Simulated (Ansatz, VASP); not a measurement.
## Two plane-wave programs on BeTe

Contents of INCAR:

```
  ALGO = Normal
  EDIFF = 1E-6
  ENCUT = 600
  GGA = PE
  GGA_COMPAT = F
  ISIF = 2
  ISMEAR = 0
  IVDW = 12
  LASPH = T
  LCHARG = F
  LREAL = F
  LWAVE = F
  NBANDS = 11
  NELM = 120
  PREC = Accurate
  SIGMA = 0.05
```

KPOINTS

```
k-points
0
Gamma
  8 8 8
```

File POSCAR:

```
BeTe
1.0
    0.0000000000      2.7718877456      2.7718877456
    2.7718877456      0.0000000000      2.7718877456
    2.7718877456      2.7718877456      0.0000000000
Be Te
1 1
Direct
    0.0000000000      0.0000000000      0.0000000000
    0.7500000000      0.7500000000      0.7500000000
```

Input for Ansatz:

```yaml
crystal:
  lattice:
    - [0.0, 2.7718877456, 2.7718877456]
    - [2.7718877456, 0.0, 2.7718877456]
    - [2.7718877456, 2.7718877456, 0.0]
  atoms:
    - { symbol: Be, position: [0.0, 0.0, 0.0] }
    - { symbol: Te, position: [0.75, 0.75, 0.75] }
basis:
  ecutwfc: 420
  ecutrho_ratio: 4
kpoints:
  mp_grid: { grid: [8, 8, 8] }
hamiltonian:
  xc: pbe
  dispersion: d3bj
scf:
  occupations: { method: gaussian, width: 0.05 }
output:
  forces: true
  stress: true
  eigenvalues: true
```

Alike in both runs: task single point; functional PBE; dispersion D3(BJ); k mesh 8 × 8 × 8; occupations gaussian, width 0.05 eV; no spin polarisation.

|  | VASP | Ansatz |
| --- | --- | --- |
| version | VASP 6.6.1 | Ansatz 0.2.0 |
| potentials or method | VASP PAW PBE potentials, release 64 (Be, Te), cutoff 600 eV | scalar-relativistic, plane waves, PAW |
| valence electrons in the cell | 8 | 18 |

```tsv
	VASP	Ansatz	Ansatz less VASP
gap on the k mesh at the Fermi level (eV)	1.85	1.87	+0.016
least direct gap on the mesh (eV)	3.57	3.59	+0.022
pressure (GPa)	1.5	1.3	-0.18
```

VASP's potentials hold 8 valence electrons a cell and Ansatz's 18, so a difference there can come from the potentials and not from the codes.

Neither program's run includes spin-orbit coupling.
